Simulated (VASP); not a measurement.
# Al15ZnN16 (a cell with a defect) in VASP: electric field gradients with PBE

Aim: the electric field gradients of Al15ZnN16 (a cell with a defect) with PBE.

Program: VASP 6.6.1. These are calculated values, not measurements. Logs are shortened: lines on timing, memory, paths and dates and some standing lists are left out, and cuts for length are marked.

## 1. The cell of the first run

The cell holds a defect, 32 atoms: a = 6.226 Å, b = 6.226 Å, c = 9.962 Å, α = 90.00°, β = 90.00°, γ = 120.00°.

## 2. Electric field gradients, PBE, collinear spin, ferromagnetic start

Contents of INCAR:

```
SYSTEM = Al15ZnN16
PREC = Accurate
ENCUT = 520
EDIFF = 1E-8
ISMEAR = -1
SIGMA = 0.01
LREAL = Auto
LASPH = .True.
NELM = 150
ALGO = Normal
ISIF = 2
LWAVE = .False.
LCHARG = .False.
ISPIN = 2
MAGMOM = 1 0 0 0 0 0 0 0 0 0 0 0 0 0 0 0 0 0 0 0 0 0 0 0 0 0 0 0 0 0 0 0
LORBIT = 11
GGA = PE
LEFG = .True.
NBANDS = 94
```

Contents of KPOINTS:

```
Automatic mesh
0
Gamma
  4 4 2
  0 0 0
```

Contents of POSCAR:

```
Al15ZnN16
1.0
    6.2260000000      0.0000000000      0.0000000000
   -3.1130000000      5.3918741640      0.0000000000
    0.0000000000      0.0000000000      9.9620000000
Zn Al N
1 15 16
Direct
    0.1666666666      0.3333333334      0.0000000000
    0.1666666666      0.3333333334      0.5000000000
    0.1666666666      0.8333333334      0.0000000000
    0.1666666666      0.8333333334      0.5000000000
    0.6666666666      0.3333333334      0.0000000000
    0.6666666666      0.3333333334      0.5000000000
    0.6666666666      0.8333333334      0.0000000000
    0.6666666666      0.8333333334      0.5000000000
    0.3333333334      0.1666666666      0.2500000000
    0.3333333334      0.1666666666      0.7500000000
    0.3333333334      0.6666666666      0.2500000000
    0.3333333334      0.6666666666      0.7500000000
    0.8333333334      0.1666666666      0.2500000000
    0.8333333334      0.1666666666      0.7500000000
    0.8333333334      0.6666666666      0.2500000000
    0.8333333334      0.6666666666      0.7500000000
    0.1666666666      0.3333333334      0.1900000000
    0.1666666666      0.3333333334      0.6900000000
    0.1666666666      0.8333333334      0.1900000000
    0.1666666666      0.8333333334      0.6900000000
    0.6666666666      0.3333333334      0.1900000000
    0.6666666666      0.3333333334      0.6900000000
    0.6666666666      0.8333333334      0.1900000000
    0.6666666666      0.8333333334      0.6900000000
    0.3333333334      0.1666666666      0.4400000000
    0.3333333334      0.1666666666      0.9400000000
    0.3333333334      0.6666666666      0.4400000000
    0.3333333334      0.6666666666      0.9400000000
    0.8333333334      0.1666666666      0.4400000000
    0.8333333334      0.1666666666      0.9400000000
    0.8333333334      0.6666666666      0.4400000000
    0.8333333334      0.6666666666      0.9400000000
```

Potentials or basis: VASP PAW PBE potentials, release 64 (Zn, Al, N).

On the command line:

```
$ cat potpaw_PBE.64/Zn/POTCAR potpaw_PBE.64/Al/POTCAR potpaw_PBE.64/N/POTCAR > POTCAR
$ mpirun -np 1 vasp_std > vasp.out
```

OUTCAR:

```text
SYSTEM = Al15ZnN16
   PREC = Accurate
   ENCUT = 520
   EDIFF = 1E-8
   ISMEAR = -1
   LREAL = Auto
   LASPH = .True.
   NELM = 150
   ISIF = 2
   ISPIN = 2
   LORBIT = 11
   GGA = PE

 ion  position               nearest neighbor table
   1  0.167  0.333  0.000-  17 1.89  30 1.89  28 1.89  26 1.89  13 3.07  14 3.07  11 3.07  12 3.07
                             9 3.07  10 3.07   5 3.11   5 3.11   7 3.11   3 3.11   3 3.11   7 3.11
   2  0.167  0.333  0.500-  18 1.89  29 1.89  27 1.89  25 1.89  13 3.07  14 3.07  11 3.07  12 3.07
                             9 3.07  10 3.07   6 3.11   6 3.11   8 3.11   4 3.11   4 3.11   8 3.11
   3  0.167  0.833  0.000-  19 1.89  32 1.89  26 1.89  28 1.89  15 3.07  16 3.07   9 3.07  10 3.07
                            11 3.07  12 3.07   7 3.11   7 3.11   1 3.11   1 3.11   5 3.11   5 3.11
   4  0.167  0.833  0.500-  20 1.89  31 1.89  25 1.89  27 1.89  15 3.07  16 3.07   9 3.07  10 3.07
                            11 3.07  12 3.07   8 3.11   8 3.11   2 3.11   2 3.11   6 3.11   6 3.11
   5  0.667  0.333  0.000-  21 1.89  26 1.89  32 1.89  30 1.89   9 3.07  10 3.07  15 3.07  16 3.07
                            13 3.07  14 3.07   1 3.11   1 3.11   7 3.11   7 3.11   3 3.11   3 3.11
   6  0.667  0.333  0.500-  22 1.89  25 1.89  31 1.89  29 1.89   9 3.07  10 3.07  15 3.07  16 3.07
                            13 3.07  14 3.07   2 3.11   2 3.11   8 3.11   8 3.11   4 3.11   4 3.11
   7  0.667  0.833  0.000-  23 1.89  28 1.89  30 1.89  32 1.89  11 3.07  12 3.07  13 3.07  14 3.07
                            15 3.07  16 3.07   3 3.11   3 3.11   5 3.11   5 3.11   1 3.11   1 3.11
   8  0.667  0.833  0.500-  24 1.89  27 1.89  29 1.89  31 1.89  11 3.07  12 3.07  13 3.07  14 3.07
                            15 3.07  16 3.07   4 3.11   4 3.11   6 3.11   6 3.11   2 3.11   2 3.11
   9  0.333  0.167  0.250-  25 1.89  21 1.89  19 1.89  17 1.89   5 3.07   6 3.07   3 3.07   4 3.07
[... 17 lines left out ...]
  19  0.167  0.833  0.190-   3 1.89  15 1.89   9 1.89  11 1.89
  20  0.167  0.833  0.690-   4 1.89  16 1.89  10 1.89  12 1.89
  21  0.667  0.333  0.190-   5 1.89   9 1.89  15 1.89  13 1.89
  22  0.667  0.333  0.690-   6 1.89  10 1.89  16 1.89  14 1.89
[... 8 lines left out ...]
  31  0.833  0.667  0.440-  15 1.89   4 1.89   6 1.89   8 1.89
  32  0.833  0.667  0.940-  16 1.89   3 1.89   5 1.89   7 1.89

  LATTYP: Found a hexagonal cell.
 ALAT       =     6.2260000000
 C/A-ratio  =     1.6000642467

  Lattice vectors:

 A1 = (   6.2260000000,   0.0000000000,   0.0000000000)
 A2 = (  -3.1130000000,   5.3918741640,   0.0000000000)
 A3 = (   0.0000000000,   0.0000000000,   9.9620000000)

Analysis of symmetry for initial positions (statically):
=====================================================================
 Subroutine PRICEL returns:
 Original cell was already a primitive cell.

 Routine SETGRP: Setting up the symmetry group for a
 hexagonal supercell.

 Subroutine GETGRP returns: Found  6 space group operations
 (whereof  2 operations were pure point group operations)
 out of a pool of 24 trial point group operations.

The static configuration has the point symmetry C_1h.
[... 1588 lines left out ...]
      3.11300      1.79729      4.98100        -0.000000      0.004959     -0.174352
[... 24 lines left out ...]
      3.11300      3.59458      4.38328        -0.000000     -0.000000      0.181909
      3.11300      3.59458      9.36428        -0.000000     -0.000000      0.065249
 -----------------------------------------------------------------------------------
    total drift:                               -0.000001     -0.000001      0.022722

  FREE ENERGIE OF THE ION-ELECTRON SYSTEM (eV)
  ---------------------------------------------------
  free  energy   TOTEN  =      -230.5059676177 eV

  energy  without entropy=     -230.5028381127  energy(sigma->0) =     -230.50440287

 Electric field gradients (V/A^2)
---------------------------------------------------------------------
 ion       V_xx      V_yy      V_zz      V_xy      V_xz      V_yz
---------------------------------------------------------------------
   1       7.088     7.079   -14.166    -0.008     0.000    -0.000
   2      -0.871    -0.871     1.741    -0.000     0.000    -0.000
   3      -1.673    -0.036     1.709    -1.415     0.685     0.396
   4      -1.413    -1.329     2.742    -0.072    -0.041    -0.024
   5       0.780    -2.489     1.709     0.002     0.000    -0.792
   6      -1.288    -1.455     2.742    -0.000     0.000     0.047
[... 24 lines left out ...]
  31      -0.420    -0.420     0.840    -0.000    -0.000     0.000
  32       0.289     0.289    -0.578    -0.000     0.000    -0.000
---------------------------------------------------------------------

 Electric field gradients after diagonalization (V/A^2)
 (convention: |V_zz| > |V_xx| > |V_yy|)
----------------------------------------------------------------------
 ion       V_xx      V_yy      V_zz     asymmetry (V_yy - V_xx)/ V_zz
----------------------------------------------------------------------
   1       7.092     7.074   -14.166       0.001
   2      -0.871    -0.871     1.741       0.000
   3       1.853     0.780    -2.633       0.407
   4      -1.455    -1.288     2.743       0.061
   5       1.853     0.780    -2.633       0.407
   6      -1.455    -1.288     2.743       0.061
[... 24 lines left out ...]
  31      -0.420    -0.420     0.840       0.000
  32       0.289     0.289    -0.578       0.001
----------------------------------------------------------------------

           NMR quadrupolar parameters

 Cq : quadrupolar parameter    Cq=e*Q*V_zz/h
 eta: asymmetry parameters     (V_yy - V_xx)/ V_zz
 Q  : nuclear electric quadrupole moment in mb (millibarn)
----------------------------------------------------------------------
 ion       Cq(MHz)       eta       Q (mb)
----------------------------------------------------------------------
   1      -0.034       0.001       1.000
   2       0.004       0.000       1.000
   3      -0.006       0.407       1.000
   4       0.007       0.061       1.000
   5      -0.006       0.407       1.000
   6       0.007       0.061       1.000
[... 24 lines left out ...]
  31       0.002       0.000       1.000
  32      -0.001       0.001       1.000
----------------------------------------------------------------------

 total charge

# of ion       s       p       d       tot
------------------------------------------
    1        0.591   0.756   9.867  11.215
    2        0.369   0.441   0.000   0.809
    3        0.371   0.440   0.000   0.811
    4        0.369   0.440   0.000   0.809
    5        0.371   0.440   0.000   0.811
    6        0.369   0.440   0.000   0.809
[... 24 lines left out ...]
   31        1.223   2.639   0.000   3.863
   32        1.223   2.638   0.000   3.861
--------------------------------------------------
tot         25.747  49.380   9.867  84.994

 magnetization (x)

# of ion       s       p       d       tot
------------------------------------------
    1       -0.005   0.035   0.097   0.127
    2       -0.000  -0.000   0.000  -0.000
    3       -0.001   0.001   0.000  -0.001
    4       -0.000   0.000   0.000   0.000
    5       -0.001   0.001   0.000  -0.001
    6       -0.000   0.000   0.000   0.000
[... 24 lines left out ...]
   31        0.000   0.006   0.000   0.006
   32        0.000   0.009   0.000   0.009
--------------------------------------------------
tot          0.003   0.604   0.097   0.704
```

OSZICAR:

```text
N       E                     dE             d eps       ncg     rms          rms(c)
DAV:   1     0.853107066912E+03    0.85311E+03   -0.61494E+04  3008   0.138E+03
DAV:   2    -0.149214830326E+03   -0.10023E+04   -0.93907E+03  3584   0.320E+02
DAV:   3    -0.264833642859E+03   -0.11562E+03   -0.11383E+03  3522   0.119E+02
[... 22 lines left out ...]
DAV:  26    -0.230505967606E+03   -0.79160E-07   -0.21943E-08  2408   0.635E-04    0.272E-04
DAV:  27    -0.230505967588E+03    0.17907E-07   -0.97131E-09  2010   0.423E-04    0.199E-04
DAV:  28    -0.230505967646E+03   -0.57357E-07   -0.12055E-08  2034   0.603E-04    0.225E-04
DAV:  29    -0.230505967608E+03    0.37256E-07   -0.33512E-09  1798   0.399E-04    0.778E-05
DAV:  30    -0.230505967620E+03   -0.11471E-07   -0.45839E-10  1804   0.137E-04    0.622E-05
DAV:  31    -0.230505967618E+03    0.20973E-08   -0.22685E-10  1804   0.639E-05
   1 F= -.23050597E+03 E0= -.23050440E+03  d E =-.312951E-02  mag=     0.9103
```

stdout:

```text
POSCAR found type information on POSCAR ZnAlN
 POSCAR found :  3 types and      32 ions
 scaLAPACK will be used
 LDA part: xc-table for (Slater+PW92), standard interpolation
 POSCAR, INCAR and KPOINTS ok, starting setup
 FFT: planning ... GRIDC
 FFT: planning ... GRID_SOFT
 FFT: planning ... GRID
 WAVECAR not read
 entering main loop
ion   1

ion   2

ion   3
     0.0000349     0.0812876    -0.0210557    -0.0759122    -0.0364695     0.0469314
     0.0000480     0.0812876    -0.0210557    -0.0759122    -0.0364695     0.0469314
     0.0000661     0.0812876    -0.0210557    -0.0759122    -0.0364695     0.0469314
     0.0000910     0.0812876    -0.0210557    -0.0759122    -0.0364695     0.0469314

     0.0000349     1.3331498    -0.3820287    -1.1957611    -0.6616930     0.7696944
     0.0000480     1.3331487    -0.3820283    -1.1957601    -0.6616925     0.7696937
     0.0000661     1.3331468    -0.3820278    -1.1957584    -0.6616915     0.7696927
     0.0000910     1.3331436    -0.3820269    -1.1957556    -0.6616900     0.7696908
[... 120 lines left out ...]
ion  23
     0.0000281    -0.0643402     0.0165686    -0.1790224    -0.0286976     0.0371468
     0.0000381    -0.0643402     0.0165686    -0.1790224    -0.0286976     0.0371468
     0.0000517    -0.0643402     0.0165686    -0.1790224    -0.0286976     0.0371468
     0.0000701    -0.0643402     0.0165686    -0.1790224    -0.0286976     0.0371468

     0.0000281    -0.1153777     0.0320360    -0.2602368    -0.0554880     0.0666133
     0.0000381    -0.1153777     0.0320360    -0.2602368    -0.0554880     0.0666133
     0.0000517    -0.1153776     0.0320360    -0.2602367    -0.0554880     0.0666133
     0.0000701    -0.1153776     0.0320360    -0.2
```

Wall time 28 min (1 thread of Intel Xeon Platinum 8375C at 2.90GHz (Ice Lake), shared host); peak memory 0.77 GiB.

What came out:

* Free energy: -230.5060 eV
* Pressure: 5.5 GPa
* Largest force: 2.258 eV/Å
* Net moment: 0.91 μB per cell
* Site moments: Zn +0.13; Al -0.00, +0.00; N +0.09, +0.01, +0.13 μB
* Valence electrons inside the program's atomic spheres: Zn 11.21; Al 0.81; N 3.83, 3.86, 3.82

Forces in eV/Å, atoms in the order of the input:
```
Zn   0.000  0.000  0.094
Al   0.000  0.000 -0.166
Al  -0.102 -0.059  0.002
Al  -0.004 -0.002 -0.174
Al   0.000  0.118  0.002
Al   0.000  0.005 -0.174
Al   0.102 -0.059  0.002
Al   0.004 -0.002 -0.174
Al  -0.101  0.058 -0.301
Al  -0.080  0.046 -0.049
Al   0.000 -0.117 -0.301
Al   0.000 -0.093 -0.049
Al   0.101  0.058 -0.301
Al   0.080  0.046 -0.049
Al   0.000  0.000 -0.206
Al   0.000  0.000 -0.079
N    0.000  0.000  2.258
N    0.000  0.000 -0.033
N    0.002  0.001  0.171
N   -0.022 -0.013  0.076
N    0.000 -0.002  0.171
N    0.000  0.026  0.076
N   -0.002  0.001  0.171
N    0.022 -0.013  0.076
N    0.029 -0.017  0.209
N    1.685 -0.973 -0.637
N    0.000  0.033  0.209
N    0.000  1.946 -0.637
N   -0.029 -0.017  0.209
N   -1.685 -0.973 -0.637
N    0.000  0.000  0.182
N    0.000  0.000  0.065
```

Electric field gradients, principal values (V/Å²):
```csv
atom,least,middle,greatest (by size)
1 Zn,7.074,7.092,-14.166
2 Al,-0.871,-0.871,1.741
3 Al,0.780,1.853,-2.633
4 Al,-1.288,-1.455,2.743
5 Al,0.780,1.853,-2.633
6 Al,-1.288,-1.455,2.743
7 Al,0.780,1.854,-2.634
8 Al,-1.288,-1.455,2.743
9 Al,-1.314,-2.336,3.650
10 Al,-0.753,-1.357,2.109
11 Al,-1.314,-2.336,3.650
12 Al,-0.753,-1.357,2.109
13 Al,-1.314,-2.336,3.650
14 Al,-0.753,-1.357,2.109
15 Al,-1.558,-1.558,3.117
16 Al,-1.052,-1.052,2.104
17 N,-7.218,-7.218,14.436
18 N,1.810,1.810,-3.621
19 N,-0.010,-0.288,0.297
20 N,0.095,0.547,-0.643
21 N,-0.010,-0.288,0.297
22 N,0.095,0.547,-0.643
23 N,-0.010,-0.287,0.297
24 N,0.095,0.547,-0.642
25 N,-0.554,-0.717,1.270
26 N,-10.227,-14.887,25.113
27 N,-0.553,-0.717,1.270
28 N,-10.226,-14.887,25.113
29 N,-0.553,-0.717,1.270
30 N,-10.226,-14.887,25.113
31 N,-0.420,-0.420,0.840
32 N,0.289,0.289,-0.578
```

Caveat: without QUAD_EFG the Cq values of the log hold for a quadrupole moment of 1 mb, not for the nuclei.
